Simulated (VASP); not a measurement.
# SrO (P6_3/mmc) in VASP: further runs

Aim: see how the results for SrO move with the level of theory and the settings. Levels: LDA, PBEsol. Tasks: single point.

All numbers are computed with VASP 6.6.1; they aren't measurements. Logs are shortened: lines on timing, memory, paths and dates and some standing lists are left out, and cuts for length are marked.

### 1 The cell of the first run

The structure is hexagonal, space group P6_3/mmc (No. 194). Conventional cell: a = 3.481 Å, b = 3.481 Å, c = 6.090 Å, α = 90.00°, β = 90.00°, γ = 120.00°. Sr (site symmetry -6m2) has 6 O at 2.52 Å within 3.3 Å. Within 3.3 Å of O (site symmetry -3m) lie 6 Sr at 2.52 Å and 2 O at 3.05 Å.

### 2 Single point, LDA (volume scaled by 0.94)

INCAR reads:

```
SYSTEM = SrO
PREC = Accurate
ENCUT = 520
EDIFF = 1E-6
ISMEAR = -1
SIGMA = 0.05
LREAL = .False.
LASPH = .True.
NELM = 80
ALGO = Normal
ISIF = 2
LWAVE = .False.
LCHARG = .True.
LELF = .True.
LVHAR = .True.
NBANDS = 24
```

KPOINTS reads:

```
regular mesh
0
Gamma
  9 9 5
  0 0 0
```

POSCAR reads:

```
SrO
1.0
    3.4807516534      0.0000000000      0.0000000000
   -1.7403758267      3.0144193562      0.0000000000
    0.0000000000      0.0000000000      6.0903846125
Sr O
2 2
Direct
    0.6666666667      0.3333333333      0.7500000000
    0.3333333333      0.6666666667      0.2500000000
    0.0000000000      0.0000000000      0.5000000000
    0.0000000000      0.0000000000      0.0000000000
```

Potentials or basis: VASP PAW LDA potentials, release 64 (Sr_sv, O).

Run with:

```
$ cat potpaw_LDA.64/Sr_sv/POTCAR potpaw_LDA.64/O/POTCAR > POTCAR
$ mpirun -np 1 vasp_std > vasp.out
```

OUTCAR:

```text
SYSTEM = SrO
   PREC = Accurate
   ENCUT = 520
   EDIFF = 1E-6
   ISMEAR = -1
   LREAL = .False.
   LASPH = .True.
   NELM = 80
   ISIF = 2

 ion  position               nearest neighbor table
   1  0.667  0.333  0.750-   3 2.52   4 2.52   3 2.52   4 2.52   3 2.52   4 2.52   2 3.65   2 3.65
                             2 3.65   2 3.65   2 3.65   2 3.65   2 5.04   2 5.04   2 5.04   2 5.04
   2  0.333  0.667  0.250-   3 2.52   4 2.52   3 2.52   4 2.52   3 2.52   4 2.52   1 3.65   1 3.65
                             1 3.65   1 3.65   1 3.65   1 3.65   1 5.04   1 5.04   1 5.04   1 5.04
   3  0.000  0.000  0.500-   1 2.52   2 2.52   1 2.52   2 2.52   1 2.52   2 2.52
   4  0.000  0.000  0.000-   1 2.52   2 2.52   1 2.52   2 2.52   1 2.52   2 2.52

  LATTYP: Found a hexagonal cell.
 ALAT       =     3.4807516534
 C/A-ratio  =     1.7497325920

  Lattice vectors:

 A1 = (   3.4807516534,   0.0000000000,   0.0000000000)
 A2 = (  -1.7403758267,   3.0144193562,   0.0000000000)
 A3 = (   0.0000000000,   0.0000000000,   6.0903846125)

Analysis of symmetry for initial positions (statically):
=====================================================================
 Subroutine PRICEL returns:
 Original cell was already a primitive cell.

 Routine SETGRP: Setting up the symmetry group for a
 hexagonal supercell.

 Subroutine GETGRP returns: Found 24 space group operations
 (whereof 12 operations were pure point group operations)
 out of a pool of 24 trial point group operations.

The static configuration has the point symmetry D_3d.
 The point group associated with its full space group is D_6h.

Analysis of symmetry for dynamics (positions and initial velocities):
=====================================================================
 Subroutine PRICEL returns:
 Original cell was already a primitive cell.

 Routine SETGRP: Setting up the symmetry group for a
 hexagonal supercell.

 Subroutine GETGRP returns: Found 24 space group operations
 (whereof 12 operations were pure point group operations)
 out of a pool of 24 trial point group operations.

The dynamic configuration has the point symmetry D_3d.
 The point group associated with its full space group is D_6h.

 Subroutine INISYM returns: Found 24 space group operations
 (whereof 12 operations are pure point group operations),
 and found     1 'primitive' translations

----------------------------------------------------------------------------------------

                                     Primitive cell

  volume of cell :      63.9030

  direct lattice vectors                    reciprocal lattice vectors
     3.480751653  0.000000000  0.000000000     0.287294268  0.165869423  0.000000000
    -1.740375827  3.014419356  0.000000000     0.000000000  0.331738846  0.000000000
     0.000000000  0.000000000  6.090384613     0.000000000  0.000000000  0.164193243

  length of vectors
     3.480751653  3.480751653  6.090384613     0.331738846  0.331738846  0.164193243

  position of ions in fractional coordinates (direct lattice)
     0.666666667  0.333333333  0.750000000
     0.333333333  0.666666667  0.250000000
     0.000000000  0.000000000  0.500000000
     0.000000000  0.000000000  0.000000000

  ion indices of the primitive-cell ions
   primitive index   ion index
                 1           1
                 2           2
                 3           3
                 4           4

----------------------------------------------------------------------------------------

 KPOINTS: regular mesh

Automatic generation of k-mesh.
 Grid dimensions read from file:
 generate k-points for:    9    9    5

 Generating k-lattice:

  Cartesian coordinates                     Fractional coordinates (reciprocal lattice)
     0.031921585  0.018429936  0.000000000     0.111111111 -0.000000000  0.000000000
     0.000000000  0.036859872  0.000000000     0.000000000  0.111111111  0.000000000
     0.000000000  0.000000000  0.032838649     0.000000000  0.000000000  0.200000000

  Length of vectors
     0.036859872  0.036859872  0.032838649

  Shift w.r.t. Gamma in fractional coordinates (k-lattice)
     0.000000000  0.000000000  0.000000000

 Subroutine IBZKPT returns following result:
 ===========================================

 Found     36 irreducible k-points:

 Following reciprocal coordinates:
            Coordinates               Weight
  0.000000  0.000000  0.000000      1.000000
  0.111111 -0.000000  0.000000      6.000000
  0.222222  0.000000  0.000000      6.000000
  0.333333  0.000000  0.000000      6.000000
  0.444444  0.000000  0.000000      6.000000
  0.111111  0.111111  0.000000      6.000000
[... 16 lines left out ...]
  0.333333  0.222222  0.200000     24.000000
  0.333333  0.333333  0.200000      4.000000
 [... further k-points ...]
   k-points           NKPTS =     36   k-points in BZ     NKDIM =     36   number of bands    NBANDS=     24
   number of dos      NEDOS =    301   number of ions     NIONS =      4
   total plane-waves  NPLWV =  37632
   dimension x,y,z NGX =    28 NGY =   28 NGZ =   48
   dimension x,y,z NGXF=    56 NGYF=   56 NGZF=   96
   ions per type =               2   2
   NGX,Y,Z   is equivalent  to a cutoff of  13.37, 13.37, 13.10 a.u.
   NGXF,Y,Z  is equivalent  to a cutoff of  26.75, 26.75, 26.20 a.u.
 SYSTEM =  SrO
   PREC   = accura    normal or accurate (medium, high low for compatibility)
   ISTART =      0    job   : 0-new  1-cont  2-samecut
   ICHARG =      2    charge: 1-file 2-atom 10-const
   ISPIN  =      1    spin polarized calculation?
   LNONCOLLINEAR =      F non collinear calculations
   LSORBIT =      F    spin-orbit coupling
   LASPH  =      T    aspherical Exc in radial PAW
   ENCUT  =  520.0 eV  38.22 Ry    6.18 a.u.   6.47  6.47 11.32*2*pi/ulx,y,z
   NELM   =     80;   NELMIN=  2; NELMDL= -5     # of ELM steps
   EDIFF  = 0.1E-05   stopping-criterion for ELM
   LREAL  =      F    real-space projection
   EDIFFG = 0.1E-04   stopping-criterion for IOM
   NSW    =      0    number of steps for IOM
   IBRION =     -1    ionic relax: 0-MD 1-quasi-New 2-CG
   NFREE  =      0    steps in history (QN), initial steepest desc. (CG)
   ISIF   =      2    stress and relaxation
   ISYM   =      2    0-nonsym 1-usesym 2-fastsym
   POTIM  = 0.5000    time-step for ionic-motion
   TEBEG  =    0.0;   TEEND  =   0.0 temperature during run
   PSTRESS=    0.0 pullay stress
   NELECT =      32.0000    total number of electrons
   NUPDOWN=      -1.0000    fix difference up-down
   EMIN   =  10.00;   EMAX   =-10.00  energy-range for DOS
   EFERMI =   0.00;   METHOD = LEGACY
   ISMEAR =    -1;   SIGMA  =   0.05  broadening in eV -4-tet -1-fermi 0-gaus
   EFERMI_NEDOS =   21; number of points for ismear=-14 and -15
   IALGO  =     38    algorithm
   IMIX   =      4    mixing-type and parameters
     AMIX     =   0.40;   BMIX     =  1.00
     AMIX_MAG =   1.60;   BMIX_MAG =  1.00
  volume/ion in A,a.u.               =      15.98       107.81
  Fermi-wavevector in a.u.,A,eV,Ry     =   1.300023  2.456687 22.994657  1.690060
  Thomas-Fermi vector in A             =   2.431249
   LORBIT       =      0    0 simple, 1 ext, 2 COOP (PROOUT), +10 PAW based schemes
   GGA     = CA    functional components
   LHFCALC =     F    Hartree Fock is set to
   AEXX    =    0.0000 exact exchange contribution
   IVDW    =     0    specifies the selected vdW correction
   LEPSILON=     F    determine dielectric tensor
   LRPA    =     F    only Hartree local field effects (RPA)
 non-spin polarized calculation
  energy-cutoff  :      520.00
  volume of cell :       63.90
 maximum number of plane-waves:      1741
 NGX is ok and might be reduce to    28
   NGX = 13   NGY = 13   NGZ = 23

 number of electron      32.0000006 magnetization

 Free energy of the ion-electron system (eV)
  ---------------------------------------------------
  ext. energy  EPLUGINS =         0.00000000
  ---------------------------------------------------
  free energy    TOTEN  =       -26.46821807 eV

  energy without entropy =      -26.46821807  energy(sigma->0) =      -26.46821807

 E-fermi :   3.3194     XC(G=0): -10.8152

 val. band max:        2.2383285428   @ k =   0.0000   0.0000   0.0000
 cond. band min:       5.1589187816   @ k =   0.4444   0.0000   0.0000
 fundamental gap:      2.9205902388
 Fermi energy:         3.3194326120

 k-point     1 :       0.0000    0.0000    0.0000
  band No.  band energies     occupation
      1     -30.2934      2.00000
      2     -30.1438      2.00000
      3     -14.8936      2.00000
      4     -13.1173      2.00000
      5     -11.9732      2.00000
      6     -11.9732      2.00000
[... 16 lines left out ...]
     23       9.7170      0.00000
     24      10.7543      0.00000

 k-point     2 :       0.1111   -0.0000    0.0000
  band No.  band energies     occupation
      1     -30.2717      2.00000
      2     -30.1306      2.00000
      3     -14.7854      2.00000
      4     -13.4354      2.00000
      5     -12.1208      2.00000
      6     -12.0316      2.00000
[... 16 lines left out ...]
     23       9.9503      0.00000
     24      10.4371      0.00000

 k-point     3 :       0.2222    0.0000    0.0000
  band No.  band energies     occupation
      1     -30.2150      2.00000
      2     -30.0979      2.00000
      3     -14.4716      2.00000
      4     -13.9953      2.00000
      5     -12.4617      2.00000
      6     -12.1498      2.00000
[... 16 lines left out ...]
     23      10.4506      0.00000
     24      10.5484      0.00000
[... 514 lines left out ...]
 k-point    23 :       0.3333    0.2222    0.2000
  band No.  band energies     occupation
      1     -30.0680      2.00000
      2     -30.0433      2.00000
      3     -14.6703      2.00000
      4     -13.6022      2.00000
      5     -12.7060      2.00000
      6     -12.6363      2.00000
[... 16 lines left out ...]
     23      11.7593      0.00000
     24      12.2406      0.00000

 k-point    24 :       0.3333    0.3333    0.2000
  band No.  band energies     occupation
      1     -30.0465      2.00000
      2     -30.0465      2.00000
      3     -14.6829      2.00000
      4     -13.4371      2.00000
      5     -12.8224      2.00000
      6     -12.8224      2.00000
[... 16 lines left out ...]
     23      12.1399      0.00000
     24      12.1399      0.00000

 [... further k-points ...]

------------------------ aborting loop because EDIFF is reached ----------------------------------------

  FORCE on cell =-STRESS in cart. coord.  units (eV):
  Direction    XX          YY          ZZ          XY          YZ          ZX
  --------------------------------------------------------------------------------------
  -------------------------------------------------------------------------------------
  Total        0.2462062      0.2462062      0.2521888     -0.0000000      0.0000000      0.0000000
  in kB        6.1728842      6.1728842      6.3228791     -0.0000000      0.0000000      0.0000000
  external PRESSURE =       6.2228825 kB  Pullay stress =       0.0000000 kB

 VOLUME and BASIS-vectors are now :
 -----------------------------------------------------------------------------
  energy-cutoff  :      520.00
  volume of cell :       63.90
      direct lattice vectors                 reciprocal lattice vectors
     3.480751653  0.000000000  0.000000000     0.287294268  0.165869423  0.000000000
    -1.740375827  3.014419356  0.000000000     0.000000000  0.331738846  0.000000000
     0.000000000  0.000000000  6.090384613     0.000000000  0.000000000  0.164193243

 POSITION                                       TOTAL-FORCE (eV/Angst)
 -----------------------------------------------------------------------------------
      1.74038      1.00481      4.56779        -0.000000     -0.000000      0.000000
     -0.00000      2.00961      1.52260         0.000000      0.000000      0.000000
      0.00000      0.00000      3.04519         0.000000      0.000000     -0.000000
      0.00000      0.00000      0.00000        -0.000000      0.000000     -0.000000
 -----------------------------------------------------------------------------------
    total drift:                               -0.000000      0.000000     -0.000000

  FREE ENERGIE OF THE ION-ELECTRON SYSTEM (eV)
  ---------------------------------------------------
  free  energy   TOTEN  =       -26.4682180656 eV

  energy  without entropy=      -26.4682180656  energy(sigma->0) =      -26.46821807
```

Wall time 30 s (1 thread of Intel Xeon 6975P-C (Granite Rapids), shared host); peak memory 0.18 GiB.

Results:

| Property | Result |
| --- | --- |
| Free energy | -26.4682 eV |
| Pressure | 0.6 GPa |
| Band gap on the k mesh | 2.92 eV, indirect (least direct gap 3.18 eV) |

Levels at points of the mesh, in eV from the valence-band top:
```
           k point  band 13  band 14  band 15  band 16  band 17  band 18  band 19  band 20
(0.00, 0.00, 0.00)    -1.15    -0.89    -0.89     0.00     3.23     5.02     5.04     6.21
```

 A k mesh can miss the band edges.

### 3 Single point, PBEsol (volume scaled by 0.94)

INCAR reads:

```
PREC = Accurate
ENCUT = 520
EDIFF = 1E-6
ISMEAR = -1
SIGMA = 0.05
LREAL = False
LASPH = True
NELM = 80
ALGO = Normal
ISIF = 2
LWAVE = False
LCHARG = False
GGA = PS
NBANDS = 24
```

KPOINTS reads:

```
regular mesh
0
Gamma
  9 9 5
```

POSCAR is that of step 2.

Potentials or basis: VASP PAW PBE potentials, release 64 (Sr_sv, O).

Run with:

```
$ cat potpaw_PBE.64/Sr_sv/POTCAR potpaw_PBE.64/O/POTCAR > POTCAR
$ mpirun -np 1 vasp_std > vasp.out
```

Wall time 28 s (1 thread of Intel Xeon 6975P-C (Granite Rapids), shared host); peak memory 0.21 GiB.

The run converged. Its results:

| Item | Value |
| --- | --- |
| Free energy | -24.9194 eV |
| Pressure | 4.1 GPa |
| Band gap on the k mesh | 2.99 eV, indirect (least direct gap 3.25 eV) |

Stress tensor (GPa, compression positive):
```
3.95 0.00 0.00
0.00 3.95 0.00
0.00 0.00 4.32
```

Levels at points of the mesh, in eV from the valence-band top:
```tsv
k point	band 14	band 15	band 16	band 17	band 18	band 19
(0.00, 0.00, 0.00)	-0.89	-0.89	0.00	3.29	5.09	5.09
```

Caveat: the PAW data sets were made with another functional, which shifts forces and pressure a little. A k mesh can miss the band edges.

### 4 Single point, LDA (volume scaled by 0.96)

INCAR reads:

```
PREC     = Accurate       # precision mode
ENCUT    = 520            # plane-wave cutoff, eV
EDIFF    = 1E-6           # SCF threshold, eV
ISMEAR   = -1             # smearing method
SIGMA    = 0.05           # smearing width, eV
LREAL    = F              # projectors in reciprocal space
LASPH    = T              # aspherical terms in the spheres
NELM     = 100            # most SCF steps
ALGO     = Normal         # electronic algorithm
ISIF     = 2              # what is computed and relaxed
LWAVE    = F              # write WAVECAR
LCHARG   = T              # write CHGCAR
LELF     = T              # ELF
LVHAR    = T            
NBANDS   = 24             # bands
```

KPOINTS reads:

```
Automatic mesh
0
Gamma
  9 9 5
```

POSCAR reads:

```
SrO
1.0
    3.5052647967      0.0000000000      0.0000000000
   -1.7526323983      3.0356483609      0.0000000000
    0.0000000000      0.0000000000      6.1332760581
Sr O
2 2
Direct
    0.6666666667      0.3333333333      0.7500000000
    0.3333333333      0.6666666667      0.2500000000
    0.0000000000      0.0000000000      0.5000000000
    0.0000000000      0.0000000000      0.0000000000
```

Potentials or basis: VASP PAW LDA potentials, release 64 (Sr_sv, O).

Run with:

```
$ cat potpaw_LDA.64/Sr_sv/POTCAR potpaw_LDA.64/O/POTCAR > POTCAR
$ mpirun -np 1 vasp_std > vasp.out
```

It took 27 s on 1 thread of Intel Xeon 6975P-C (Granite Rapids), shared host; peak memory 0.19 GiB.

It converged, with:

* Free energy: -26.4656 eV
* Pressure: -1.5 GPa
* Band gap on the k mesh: 2.92 eV, indirect (least direct gap 3.11 eV)

Stress tensor (GPa, compression positive):
```
-1.36  0.00  0.00
 0.00 -1.36  0.00
 0.00  0.00 -1.69
```

Levels at points of the mesh, in eV from the valence-band top:
```tsv
k point	band 13	band 14	band 15	band 16	band 17	band 18	band 19	band 20
(0.00, 0.00, 0.00)	-1.11	-0.85	-0.85	0.00	3.11	4.97	5.03	6.17
```

 A k mesh can miss the band edges.

### 5 Single point, PBEsol (volume scaled by 0.96)

INCAR reads:

```
ALGO = Normal
EDIFF = 1E-7
ENCUT = 520
GGA = PS
ISIF = 2
ISMEAR = -1
LASPH = T
LCHARG = T
LELF = T
LREAL = F
LVHAR = T
LWAVE = F
NBANDS = 24
NELM = 80
PREC = Accurate
SIGMA = 0.05
```

KPOINTS reads:

```
k-points
0
Gamma
  9 9 5
```

POSCAR is that of step 4.

Potentials or basis: VASP PAW PBE potentials, release 64 (Sr_sv, O).

Run with:

```
$ cat potpaw_PBE.64/Sr_sv/POTCAR potpaw_PBE.64/O/POTCAR > POTCAR
$ mpirun -np 1 vasp_std > vasp.out
```

Wall time 31 s (1 thread of Intel Xeon 6975P-C (Granite Rapids), shared host); peak memory 0.21 GiB.

It converged, with:

```
Free energy            : -24.9456 eV
Pressure               : 1.9 GPa
Band gap on the k mesh : 2.99 eV, indirect (least direct gap 3.16 eV)
```

Levels at points of the mesh, in eV from the valence-band top:
| k point | band 14 | band 15 | band 16 | band 17 | band 18 | band 19 |
| --- | --- | --- | --- | --- | --- | --- |
| (0.00, 0.00, 0.00) | -0.85 | -0.85 | 0.00 | 3.16 | 5.04 | 5.08 |

Caveat: the PAW data sets were made with another functional, which shifts forces and pressure a little.

### 6 Single point, LDA (volume scaled by 0.98)

INCAR reads:

```
  PREC = Accurate
  ENCUT = 520
  EDIFF = 1E-6
  ISMEAR = -1
  SIGMA = 0.05
  LREAL = False
  LASPH = True
  NELM = 60
  ALGO = Normal
  ISIF = 2
  LWAVE = False
  LCHARG = True
  GGA = CA
  LELF = True
  LVHAR = True
  NBANDS = 24
```

KPOINTS reads:

```
Automatic mesh
0
Gamma
  9 9 5
```

POSCAR reads:

```
SrO
1.0
    3.5294398006      0.0000000000      0.0000000000
   -1.7647199003      3.0565845284      0.0000000000
    0.0000000000      0.0000000000      6.1755758504
Sr O
2 2
Direct
    0.6666666667      0.3333333333      0.7500000000
    0.3333333333      0.6666666667      0.2500000000
    0.0000000000      0.0000000000      0.5000000000
    0.0000000000      0.0000000000      0.0000000000
```

Potentials or basis: VASP PAW LDA potentials, release 64 (Sr_sv, O).

Run with:

```
$ cat potpaw_LDA.64/Sr_sv/POTCAR potpaw_LDA.64/O/POTCAR > POTCAR
$ mpirun -np 1 vasp_std > vasp.out
```

It took 26 s on 1 thread of Intel Xeon 6975P-C (Granite Rapids), shared host; peak memory 0.18 GiB.

The run converged. Its results:

- Free energy: -26.4461 eV
- Pressure: -3.3 GPa
- Band gap on the k mesh: 2.92 eV, indirect (least direct gap 2.99 eV)

Stress tensor (GPa, compression positive):
```
-3.11  0.00  0.00
 0.00 -3.11  0.00
 0.00  0.00 -3.76
```

Levels at points of the mesh, in eV from the valence-band top:
| k point | band 12 | band 13 | band 14 | band 15 | band 16 | band 17 | band 18 | band 19 | band 20 | band 21 |
| --- | --- | --- | --- | --- | --- | --- | --- | --- | --- | --- |
| (0.00, 0.00, 0.00) | -1.08 | -1.08 | -0.82 | -0.82 | 0.00 | 2.99 | 4.92 | 5.01 | 6.13 | 6.13 |

 A k mesh can miss the band edges.

### 7 Overview

```tsv
level	potentials or basis	cell	gap on the mesh (eV)	pressure (GPa)
LDA	VASP PAW LDA potentials, release 64 (Sr_sv, O)	a = 3.481, b = 3.481, c = 6.090 Å, angles 90.0, 90.0, 120.0°, 4 atoms	2.92	0.6
PBEsol	VASP PAW PBE potentials, release 64 (Sr_sv, O)	a = 3.481, b = 3.481, c = 6.090 Å, angles 90.0, 90.0, 120.0°, 4 atoms	2.99	4.1
LDA	VASP PAW LDA potentials, release 64 (Sr_sv, O)	a = 3.505, b = 3.505, c = 6.133 Å, angles 90.0, 90.0, 120.0°, 4 atoms	2.92	-1.5
PBEsol	VASP PAW PBE potentials, release 64 (Sr_sv, O)	a = 3.505, b = 3.505, c = 6.133 Å, angles 90.0, 90.0, 120.0°, 4 atoms	2.99	1.9
LDA	VASP PAW LDA potentials, release 64 (Sr_sv, O)	a = 3.529, b = 3.529, c = 6.176 Å, angles 90.0, 90.0, 120.0°, 4 atoms	2.92	-3.3
```

Alike in all rows: task single point; no spin polarisation; k mesh 9 × 9 × 5; cutoff (eV) 520; smearing fermi-dirac 0.05 eV.

Caveats: the PAW data sets were made with another functional, which shifts forces and pressure a little (some runs).

Absolute energies hang on the potentials; compare differences alone.
